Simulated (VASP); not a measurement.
# Ge5P (P-6m2) in VASP: further runs

The runs below take Ge5P through relaxation of cell and atoms, single point, with PBE.

Program: VASP 6.6.1. These are calculated values, not measurements. Logs are shortened: lines on timing, memory, paths and dates and some standing lists are left out, and cuts for length are marked.

## Step 1: The cell of the first run

The structure is hexagonal, space group P-6m2 (No. 187). The conventional cell has a = 3.210 Å, b = 3.210 Å, c = 12.516 Å, α = 90.00°, β = 90.00°, γ = 120.00°. Ge (site symmetry 3m) has 3 P at 2.59 Å and 9 Ge at 2.90 to 3.21 Å within 3.4 Å. Within 3.8 Å of Ge (site symmetry 3m) lie 12 Ge at 2.89 to 3.21 Å. Within 3.8 Å of Ge (site symmetry -6m2) lie 12 Ge at 2.89 to 3.21 Å. Within 3.4 Å of P (site symmetry -6m2) lie 6 Ge at 2.59 Å and 6 P at 3.21 Å.

The cell was built from a structure type or drawn by symmetry, and may not be a known phase.

## Step 2: Relaxation of cell and atoms, PBE

Input file INCAR:

```
  PREC = Accurate
  ENCUT = 600
  EDIFF = 1E-6
  ISMEAR = 0
  SIGMA = 0.1
  LREAL = False
  LASPH = True
  NELM = 60
  ALGO = Normal
  ISIF = 3
  LWAVE = False
  LCHARG = False
  GGA = PE
  IBRION = 2
  NSW = 90
  EDIFFG = -0.04
```

Input file KPOINTS:

```
regular mesh
0
Gamma
  6 6 2
```

Input file POSCAR:

```
Ge5P
1.0
    3.2096512720      0.0000000000      0.0000000000
   -1.6048256360      2.7796395388      0.0000000000
    0.0000000000      0.0000000000     12.5163228674
Ge P
5 1
Direct
    0.6666666667      0.3333333333      0.8556506217
    0.0000000000      0.0000000000      0.6770415849
    0.6666666667      0.3333333333      0.5000000000
    0.0000000000      0.0000000000      0.3229584151
    0.6666666667      0.3333333333      0.1443493783
    0.0000000000      0.0000000000      0.0000000000
```

Potentials or basis: VASP PAW PBE potentials, release 64 (Ge_d, P).

The run is started by

```bash
> cat potpaw_PBE.64/Ge_d/POTCAR potpaw_PBE.64/P/POTCAR > POTCAR
> mpirun -np 1 vasp_std > vasp.out
```

OUTCAR:

```text
PREC = Accurate
   ENCUT = 600
   EDIFF = 1E-6
   ISMEAR = 0
   LREAL = False
   LASPH = True
   NELM = 60
   ISIF = 3
   GGA = PE
   IBRION = 2
   NSW = 90
   EDIFFG = -0.04

 ion  position               nearest neighbor table
   1  0.667  0.333  0.856-   6 2.59   6 2.59   6 2.59   2 2.90   2 2.90   2 2.90
   2  0.000  0.000  0.677-   3 2.89   3 2.89   3 2.89   1 2.90   1 2.90   1 2.90
   3  0.667  0.333  0.500-   2 2.89   4 2.89   2 2.89   4 2.89   2 2.89   4 2.89
   4  0.000  0.000  0.323-   3 2.89   3 2.89   3 2.89   5 2.90   5 2.90   5 2.90
   5  0.667  0.333  0.144-   6 2.59   6 2.59   6 2.59   4 2.90   4 2.90   4 2.90
   6  0.000  0.000  0.000-   1 2.59   5 2.59   1 2.59   5 2.59   1 2.59   5 2.59

  LATTYP: Found a hexagonal cell.
 ALAT       =     3.2096512720
 C/A-ratio  =     3.8995896459

  Lattice vectors:

 A1 = (   3.2096512720,   0.0000000000,   0.0000000000)
 A2 = (  -1.6048256360,   2.7796395388,   0.0000000000)
 A3 = (   0.0000000000,   0.0000000000,  12.5163228674)

Analysis of symmetry for initial positions (statically):
=====================================================================
 Subroutine PRICEL returns:
 Original cell was already a primitive cell.

 Routine SETGRP: Setting up the symmetry group for a
 hexagonal supercell.

 Subroutine GETGRP returns: Found 12 space group operations
 (whereof 12 operations were pure point group operations)
 out of a pool of 24 trial point group operations.

The static configuration has the point symmetry D_3h.

Analysis of symmetry for dynamics (positions and initial velocities):
=====================================================================
 Subroutine PRICEL returns:
 Original cell was already a primitive cell.

 Routine SETGRP: Setting up the symmetry group for a
 hexagonal supercell.

 Subroutine GETGRP returns: Found 12 space group operations
 (whereof 12 operations were pure point group operations)
 out of a pool of 24 trial point group operations.

The dynamic configuration has the point symmetry D_3h.

 Subroutine INISYM returns: Found 12 space group operations
 (whereof 12 operations are pure point group operations),
 and found     1 'primitive' translations

----------------------------------------------------------------------------------------

                                     Primitive cell

  volume of cell :     111.6665

  direct lattice vectors                    reciprocal lattice vectors
     3.209651272  0.000000000  0.000000000     0.311560327  0.179879439  0.000000000
    -1.604825636  2.779639539  0.000000000     0.000000000  0.359758877  0.000000000
     0.000000000  0.000000000 12.516322867     0.000000000  0.000000000  0.079895670

  length of vectors
     3.209651272  3.209651272 12.516322867     0.359758877  0.359758877  0.079895670

  position of ions in fractional coordinates (direct lattice)
     0.666666667  0.333333333  0.855650622
     0.000000000  0.000000000  0.677041585
     0.666666667  0.333333333  0.500000000
     0.000000000  0.000000000  0.322958415
     0.666666667  0.333333333  0.144349378
     0.000000000  0.000000000  0.000000000

  ion indices of the primitive-cell ions
   primitive index   ion index
                 1           1
                 2           2
                 3           3
                 4           4
                 5           5
                 6           6

----------------------------------------------------------------------------------------

 KPOINTS: regular mesh

Automatic generation of k-mesh.
 Grid dimensions read from file:
 generate k-points for:    6    6    2

 Generating k-lattice:

  Cartesian coordinates                     Fractional coordinates (reciprocal lattice)
     0.051926721  0.029979906  0.000000000     0.166666667  0.000000000  0.000000000
     0.000000000  0.059959813  0.000000000     0.000000000  0.166666667  0.000000000
     0.000000000  0.000000000  0.039947835     0.000000000  0.000000000  0.500000000

  Length of vectors
     0.059959813  0.059959813  0.039947835

  Shift w.r.t. Gamma in fractional coordinates (k-lattice)
     0.000000000  0.000000000  0.000000000

 Subroutine IBZKPT returns following result:
 ===========================================

 Found     14 irreducible k-points:

 Following reciprocal coordinates:
            Coordinates               Weight
  0.000000  0.000000  0.000000      1.000000
  0.166667  0.000000  0.000000      6.000000
  0.333333  0.000000  0.000000      6.000000
  0.500000 -0.000000  0.000000      3.000000
  0.166667  0.166667  0.000000      6.000000
  0.333333  0.166667  0.000000     12.000000
  0.333333  0.333333  0.000000      2.000000
  0.000000  0.000000  0.500000      1.000000
  0.166667  0.000000  0.500000      6.000000
  0.333333  0.000000  0.500000      6.000000
  0.500000 -0.000000  0.500000      3.000000
  0.166667  0.166667  0.500000      6.000000
  0.333333  0.166667  0.500000     12.000000
  0.333333  0.333333  0.500000      2.000000
   k-points           NKPTS =     14   k-points in BZ     NKDIM =     14   number of bands    NBANDS=     45
   number of dos      NEDOS =    301   number of ions     NIONS =      6
   total plane-waves  NPLWV =  78400
   dimension x,y,z NGX =    28 NGY =   28 NGZ =  100
   dimension x,y,z NGXF=    56 NGYF=   56 NGZF=  200
   ions per type =               5   1
   NGX,Y,Z   is equivalent  to a cutoff of  14.50, 14.50, 13.28 a.u.
   NGXF,Y,Z  is equivalent  to a cutoff of  29.01, 29.01, 26.56 a.u.
 SYSTEM =  unknown system
   PREC   = accura    normal or accurate (medium, high low for compatibility)
   ISTART =      0    job   : 0-new  1-cont  2-samecut
   ICHARG =      2    charge: 1-file 2-atom 10-const
   ISPIN  =      1    spin polarized calculation?
   LNONCOLLINEAR =      F non collinear calculations
   LSORBIT =      F    spin-orbit coupling
   LASPH  =      T    aspherical Exc in radial PAW
   ENCUT  =  600.0 eV  44.10 Ry    6.64 a.u.   6.41  6.41 25.00*2*pi/ulx,y,z
   NELM   =     60;   NELMIN=  2; NELMDL= -5     # of ELM steps
   EDIFF  = 0.1E-05   stopping-criterion for ELM
   LREAL  =      F    real-space projection
   EDIFFG = -.4E-01   stopping-criterion for IOM
   NSW    =     90    number of steps for IOM
   IBRION =      2    ionic relax: 0-MD 1-quasi-New 2-CG
   NFREE  =      1    steps in history (QN), initial steepest desc. (CG)
   ISIF   =      3    stress and relaxation
   ISYM   =      2    0-nonsym 1-usesym 2-fastsym
   POTIM  = 0.5000    time-step for ionic-motion
   TEBEG  =    0.0;   TEEND  =   0.0 temperature during run
   PSTRESS=    0.0 pullay stress
   NELECT =      75.0000    total number of electrons
   NUPDOWN=      -1.0000    fix difference up-down
   EMIN   =  10.00;   EMAX   =-10.00  energy-range for DOS
   EFERMI =   0.00;   METHOD = LEGACY
   ISMEAR =     0;   SIGMA  =   0.10  broadening in eV -4-tet -1-fermi 0-gaus
   EFERMI_NEDOS =   21; number of points for ismear=-14 and -15
   IALGO  =     38    algorithm
   IMIX   =      4    mixing-type and parameters
     AMIX     =   0.40;   BMIX     =  1.00
     AMIX_MAG =   1.60;   BMIX_MAG =  1.00
  volume/ion in A,a.u.               =      18.61       125.59
  Fermi-wavevector in a.u.,A,eV,Ry     =   1.433687  2.709275 27.966194  2.055457
  Thomas-Fermi vector in A             =   2.553177
   LORBIT       =      0    0 simple, 1 ext, 2 COOP (PROOUT), +10 PAW based schemes
   GGA     = PE    functional components
   LHFCALC =     F    Hartree Fock is set to
   AEXX    =    0.0000 exact exchange contribution
   IVDW    =     0    specifies the selected vdW correction
   LEPSILON=     F    determine dielectric tensor
   LRPA    =     F    only Hartree local field effects (RPA)
 conjugate gradient relaxation of ions
 non-spin polarized calculation
 Gauss-broadening in eV      SIGMA  =   0.10
  energy-cutoff  :      600.00
  volume of cell :      111.67
 maximum number of plane-waves:      3766
 NGX is ok and might be reduce to    28
   NGX = 13   NGY = 13   NGZ = 49

--------------------------------------- Ionic step        1  -------------------------------------------

 number of electron      74.9999994 magnetization

 Free energy of the ion-electron system (eV)
  ---------------------------------------------------
  ext. energy  EPLUGINS =         0.00000000
  ---------------------------------------------------
  free energy    TOTEN  =       -25.69454632 eV

  energy without entropy =      -25.67335730  energy(sigma->0) =      -25.68395181

------------------------ aborting loop because EDIFF is reached ----------------------------------------

  FORCE on cell =-STRESS in cart. coord.  units (eV):
  Direction    XX          YY          ZZ          XY          YZ          ZX
  --------------------------------------------------------------------------------------
  -------------------------------------------------------------------------------------
  Total        2.1689271      2.1689271     -1.6582090      0.0000000      0.0000000      0.0000000
  in kB       31.1194889     31.1194889    -23.7917712      0.0000000      0.0000000      0.0000000
  external PRESSURE =      12.8157355 kB  Pullay stress =       0.0000000 kB
[... 101 lines left out ...]
  FREE ENERGIE OF THE ION-ELECTRON SYSTEM (eV)
  ---------------------------------------------------
  free  energy   TOTEN  =       -25.7745817812 eV

  energy  without entropy=      -25.7507827519  energy(sigma->0) =      -25.76268227

[... ionic steps 4 to 30 ...]

--------------------------------------- Ionic step       31  -------------------------------------------

 number of electron      75.0000007 magnetization

------------------------ aborting loop because EDIFF is reached ----------------------------------------

  FORCE on cell =-STRESS in cart. coord.  units (eV):
  Direction    XX          YY          ZZ          XY          YZ          ZX
  --------------------------------------------------------------------------------------
  -------------------------------------------------------------------------------------
  Total        0.0263752      0.0263752     -0.4098050      0.0000000     -0.0000000     -0.0000000
  in kB        0.3525885      0.3525885     -5.4783529      0.0000000     -0.0000000     -0.0000000
  external PRESSURE =      -1.5910587 kB  Pullay stress =       0.0000000 kB
[... 65 lines left out ...]
  energy  without entropy=      -26.2279148738  energy(sigma->0) =      -26.23232648

--------------------------------------- Ionic step       33  -------------------------------------------

 number of electron      75.0000006 magnetization

 Free energy of the ion-electron system (eV)
  ---------------------------------------------------
  ext. energy  EPLUGINS =         0.00000000
  ---------------------------------------------------
  free energy    TOTEN  =       -26.23697996 eV

  energy without entropy =      -26.22863542  energy(sigma->0) =      -26.23280769

 E-fermi :   6.1220     XC(G=0): -10.7433

 val. band max:        5.9926255091   @ k =   0.1667   0.1667   0.0000
 cond. band min:       6.1782080798   @ k =   0.3333   0.3333   0.0000
 fundamental gap:      0.1855825707
 Fermi energy:         6.1219781236

 k-point     1 :       0.0000    0.0000    0.0000
  band No.  band energies     occupation
      1     -18.7126      2.00000
      2     -18.7011      2.00000
      3     -18.7011      2.00000
      4     -18.6905      2.00000
      5     -18.6905      2.00000
      6     -18.6889      2.00000
[... 694 lines left out ...]
  FREE ENERGIE OF THE ION-ELECTRON SYSTEM (eV)
  ---------------------------------------------------
  free  energy   TOTEN  =       -26.2369799561 eV

  energy  without entropy=      -26.2286354229  energy(sigma->0) =      -26.23280769

 reached required accuracy - stopping structural energy minimisation
```

Wall time 19 min (1 thread of AMD EPYC 9R45 (Zen 5), shared host); peak memory 0.28 GiB.

Results:

```yaml
Free_energy: -26.2370 eV
Relaxed_volume: 19.89 Å³/atom
Relaxed_cell: a = 3.582 Å, b = 3.582 Å, c = 10.739 Å, α = 90.00°, β = 90.00°, γ = 120.00°
Space_group_after_relaxing_to_0.1_Å: P-6m2 (No. 187)
Energy_gained_by_relaxing: 90.4 meV/atom
Ionic_steps: 33
Pressure_after_relaxing: 0.0 GPa
Largest_force_after_relaxing: 0.034 eV/Å
Band_gap_on_the_k_mesh: zero (an odd number of electrons rules out a gap without spin polarisation)
```

Forces on the atoms (eV/Å):
```
Ge   0.000  0.000 -0.034
Ge   0.000  0.000 -0.023
Ge   0.000  0.000  0.000
Ge   0.000  0.000  0.023
Ge   0.000  0.000  0.034
P    0.000  0.000  0.000
```

Step by step:
| step | energy change (eV) | largest force (eV/Å) | pressure (GPa) | volume (Å³) |
| --- | --- | --- | --- | --- |
| 1 | 0.0000 | 0.2101 | 1.28 | 111.67 |
| 2 | -0.0689 | 0.0527 | 0.26 | 114.05 |
| 3 | -0.0800 | 0.1004 | -0.03 | 115.15 |
| 4 | -0.1217 | 0.4263 | -1.30 | 117.31 |
| 5 | -0.2504 | 0.1601 | -2.64 | 121.53 |
| 6 | -0.3138 | 0.0562 | -1.64 | 120.18 |
| 7 | -0.3346 | 0.2410 | -0.62 | 119.03 |
| 8 | -0.3350 | 0.2777 | -0.44 | 118.86 |
| 9 | -0.3447 | 0.2853 | -0.14 | 118.27 |
| 10 | -0.3682 | 0.3066 | 0.42 | 116.50 |
| 11 | -0.3800 | 0.2116 | 2.63 | 113.02 |
| 12 | -0.3830 | 0.2754 | 1.78 | 114.27 |
| 13 | -0.3871 | 0.2705 | 1.67 | 114.21 |
| 14 | -0.3989 | 0.2389 | 1.94 | 114.02 |
| 15 | -0.4186 | 0.1551 | 2.19 | 113.62 |
| 16 | -0.4536 | 0.1639 | 2.66 | 112.82 |
| 17 | -0.3630 | 0.4434 | 4.70 | 111.13 |
| 18 | -0.4572 | 0.2477 | 3.14 | 112.42 |
| 19 | -0.4858 | 0.3039 | 2.33 | 113.87 |
| 20 | -0.5048 | 0.3709 | 1.23 | 116.18 |
| 21 | -0.5064 | 0.3858 | 0.92 | 116.85 |
| 22 | -0.5068 | 0.3936 | 0.69 | 117.33 |
| 23 | -0.5163 | 0.3397 | 0.70 | 117.67 |
| 24 | -0.5345 | 0.1672 | 0.11 | 118.68 |
| 25 | -0.5206 | 0.2536 | -0.69 | 120.71 |
| 26 | -0.5373 | 0.0763 | -0.18 | 119.27 |
| 27 | -0.5382 | 0.0718 | 0.04 | 119.03 |
| 28 | -0.5385 | 0.0674 | 0.19 | 118.82 |
| 29 | -0.5393 | 0.0681 | 0.11 | 118.93 |
| 30 | -0.5413 | 0.0653 | 0.20 | 119.24 |
| 31 | -0.5415 | 0.0416 | -0.16 | 119.85 |
| 32 | -0.5422 | 0.0564 | -0.22 | 119.58 |
| 33 | -0.5424 | 0.0340 | 0.04 | 119.37 |

Final structure:
```
Ge P
1.0
     3.58249    0.00000    0.00000
    -1.79125    3.10253    0.00000
     0.00000    0.00000   10.73946
Ge P
5 1
Cartesian
  1.7912 1.0342 9.1726
  0.0000 0.0000 7.0684
  1.7912 1.0342 5.3697
  0.0000 0.0000 3.6710
  1.7912 1.0342 1.5668
  -1.7912 3.1025 0.0000
```

Levels at points of the mesh, in eV from the Fermi level:
| k point | band 35 | band 36 | band 37 | band 38 | band 39 | band 40 |
| --- | --- | --- | --- | --- | --- | --- |
| (0.00, 0.00, 0.00) | 1.35 | 1.35 | 1.60 | 2.37 | 2.56 | 2.56 |
| (0.50, 0.00, 0.00) | -2.67 | -2.36 | -0.92 | -0.43 | 0.37 | 0.70 |
| (0.00, 0.00, 0.50) | 0.50 | 1.24 | 1.24 | 2.93 | 2.93 | 3.33 |
| (0.50, 0.00, 0.50) | -2.34 | -2.29 | -1.10 | 0.07 | 0.12 | 0.98 |

Caveat: the k points lie up to 0.34 Å⁻¹ apart in the final cell, too coarse for converged energies and pressures of a metal.

## Step 3: Single point, PBE

This run uses another cell than the first one, of 20.25 Å³/atom.

Input file INCAR:

```
SYSTEM = Ge5P
PREC     = Accurate       ! precision mode
ENCUT    = 520            ! plane-wave cutoff, eV
EDIFF    = 1E-7           ! SCF threshold, eV
ISMEAR   = 0              ! smearing method
SIGMA    = 0.1            ! smearing width, eV
LREAL    = .FALSE.        ! projectors in reciprocal space
LASPH    = .TRUE.         ! aspherical terms in the spheres
NELM     = 80             ! most SCF steps
ALGO     = Normal         ! electronic algorithm
ISIF     = 2              ! what is computed and relaxed
LWAVE    = .FALSE.        ! write WAVECAR
LCHARG   = .FALSE.        ! write CHGCAR
GGA      = PE             ! functional
NBANDS   = 46             ! bands
```

Input file KPOINTS:

```
regular mesh
0
G
  12 12 4
  0 0 0
```

Input file POSCAR:

```
Ge5P
1.0
    3.6761192511      0.0000000000      0.0000000000
   -1.8380596255      3.1836126588      0.0000000000
    0.0000000000      0.0000000000     10.3814616887
Ge P
5 1
Direct
    0.6666666667      0.3333333333      0.8497159545
    0.0000000000      0.0000000000      0.6501897945
    0.6666666667      0.3333333333      0.5000000000
    0.0000000000      0.0000000000      0.3498102055
    0.6666666667      0.3333333333      0.1502840455
    0.0000000000      0.0000000000      0.0000000000
```

Potentials or basis: VASP PAW PBE potentials, release 64 (Ge_d, P).

The run is started by

```bash
> cat potpaw_PBE.64/Ge_d/POTCAR potpaw_PBE.64/P/POTCAR > POTCAR
> mpirun -np 1 vasp_std > vasp.out
```

It took 2.6 min on 1 thread of AMD EPYC 9R45 (Zen 5), shared host; peak memory 0.35 GiB.

Results (log left out):

```yaml
Free_energy: -26.3043 eV
Pressure: 0.0 GPa
Largest_force: 0.007 eV/Å
Band_gap_on_the_k_mesh: zero (an odd number of electrons rules out a gap without spin polarisation)
```

Forces on the atoms (eV/Å):
```
Ge   0.000  0.000 -0.004
Ge   0.000  0.000  0.007
Ge   0.000  0.000  0.000
Ge   0.000  0.000 -0.007
Ge   0.000  0.000  0.004
P    0.000  0.000  0.000
```

Levels at points of the mesh, in eV from the Fermi level:
| k point | band 35 | band 36 | band 37 | band 38 | band 39 | band 40 | band 41 | band 42 |
| --- | --- | --- | --- | --- | --- | --- | --- | --- |
| (0.00, 0.00, 0.00) | 0.60 | 0.60 | 1.15 | 2.11 | 2.16 | 2.16 | 2.94 | 2.94 |
| (0.50, 0.00, 0.00) | -2.82 | -2.18 | -1.48 | -0.49 | 0.15 | 1.19 | 1.52 | 2.66 |
| (0.00, 0.00, 0.50) | 0.40 | 0.49 | 0.49 | 2.57 | 2.57 | 2.97 | 2.97 | 2.98 |
| (0.50, 0.00, 0.50) | -2.13 | -1.94 | -1.67 | 0.32 | 0.46 | 1.09 | 1.21 | 1.22 |
